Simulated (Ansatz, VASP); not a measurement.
One calculation of SrTe, two programs

File POSCAR:

```
SrTe
1.0
    0.0000000000      3.3527582055      3.3527582055
    3.3527582055      0.0000000000      3.3527582055
    3.3527582055      3.3527582055      0.0000000000
Sr Te
1 1
Direct
    0.0000000000      0.0000000000      0.0000000000
    0.5000000000      0.5000000000      0.5000000000
```

Contents of INCAR.step1:

```
SYSTEM = SrTe
ALGO     = Normal         ! electronic algorithm
EDIFF    = 1E-5           ! SCF threshold, eV
ENCUT    = 550            ! plane-wave cutoff, eV
GGA      = PE             ! functional
GGA_COMPAT= .FALSE.      
ISMEAR   = 0              ! smearing method
LASPH    = .TRUE.         ! aspherical terms in the spheres
LCHARG   = .FALSE.        ! write CHGCAR
LREAL    = .FALSE.        ! projectors in reciprocal space
LWAVE    = .TRUE.         ! write WAVECAR
NBANDS   = 15             ! bands
NELM     = 120            ! most SCF steps
PREC     = Accurate       ! precision mode
SIGMA    = 0.01           ! smearing width, eV
```

File INCAR.step2:

```
SYSTEM = SrTe
ALGO     = Normal         ! electronic algorithm
EDIFF    = 1E-6           ! SCF threshold, eV
ENCUT    = 550            ! plane-wave cutoff, eV
GGA_COMPAT= .FALSE.      
ISIF     = 2              ! what is computed and relaxed
ISMEAR   = 0              ! smearing method
ISTART   = 1            
LASPH    = .TRUE.         ! aspherical terms in the spheres
LCHARG   = .TRUE.         ! write CHGCAR
LELF     = .TRUE.         ! ELF
LMIXTAU  = .TRUE.       
LREAL    = .FALSE.        ! projectors in reciprocal space
LVHAR    = .TRUE.       
LWAVE    = .FALSE.        ! write WAVECAR
METAGGA  = R2SCAN         ! meta-GGA
NBANDS   = 15             ! bands
NELM     = 120            ! most SCF steps
PREC     = Accurate       ! precision mode
SIGMA    = 0.01           ! smearing width, eV
```

KPOINTS

```
k-points
0
G
  6 6 6
  0 0 0
```

Input for Ansatz:

```yaml
crystal:
  lattice:
    - [0.0, 3.3527582055, 3.3527582055]
    - [3.3527582055, 0.0, 3.3527582055]
    - [3.3527582055, 3.3527582055, 0.0]
  atoms:
    - { symbol: Sr, position: [0.0, 0.0, 0.0] }
    - { symbol: Te, position: [0.5, 0.5, 0.5] }
kpoints:
  mp_grid: { grid: [6, 6, 6] }
  band_path:
    path:
      - [0.0, 0.0, 0.0]
      - [0.5, 0.0, 0.5]
      - [0.625, 0.25, 0.625]
      - [0.375, 0.375, 0.75]
      - [0.5, 0.5, 0.5]
      - [0.5, 0.25, 0.75]
      - [0.0, 0.5, 0.5]
    npoints: 1
hamiltonian:
  xc: r2scan
scf:
  occupations: { method: fixed }
  n_extra_bands: 4
output:
  forces: true
  stress: true
  eigenvalues: true
```

Alike in both runs: task single point; functional r2SCAN; k mesh 6 × 6 × 6; no spin polarisation.

|  | VASP | Ansatz |
| --- | --- | --- |
| version | VASP 6.6.1 | Ansatz 0.2.0 |
| potentials or method | VASP PAW PBE potentials, release 64 (Sr_sv, Te) | plane waves, PAW |
| plane-wave cutoff (eV) | 550 | 500 |
| occupations | gaussian, width 0.01 eV | fixed |
| valence electrons in the cell | 16 | 26 |

Ansatz gave:

| Property | Result |
| --- | --- |
| gap on the k mesh at the Fermi level (eV) | 2.17 |
| pressure (GPa) | 0.0 |

Q: Which values does VASP return?

A: gap on the k mesh at the Fermi level (eV): 2.14; pressure (GPa): 0.1.

VASP's potentials were made for PBE, not for r2SCAN. VASP's potentials hold 16 valence electrons a cell and Ansatz's 26, so a difference there can come from the potentials and not from the codes.

Spin-orbit coupling is off throughout.
